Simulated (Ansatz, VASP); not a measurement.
Nb: VASP beside Ansatz

```
Nb
1.0
     0.00000    2.07915    2.07915
     2.07915    0.00000    2.07915
     2.07915    2.07915    0.00000
Nb
1
Cartesian
  0.0000 0.0000 0.0000
```

Change from the starting cell: volume scaled by 0.95, PAW files.

Alike in both runs: task electric field gradients; functional PBE; k mesh 13 × 13 × 13; occupations fermi-dirac, width 0.08 eV; no spin polarisation.

```csv
,VASP,Ansatz
version,VASP 6.6.1,Ansatz 0.2.0
potentials or method,"VASP PAW PBE potentials, release 64 (Nb_sv)","PAW with Ansatz's default frozen-core files, scalar-relativistic"
plane-wave cutoff (eV),520,420
valence electrons in the cell,13,13
```

VASP gave:

| Property | Result |
| --- | --- |
| pressure (GPa) | 7.6 |

Question: Estimate Ansatz's values.

Answer: Pressure (GPa): 8.0.
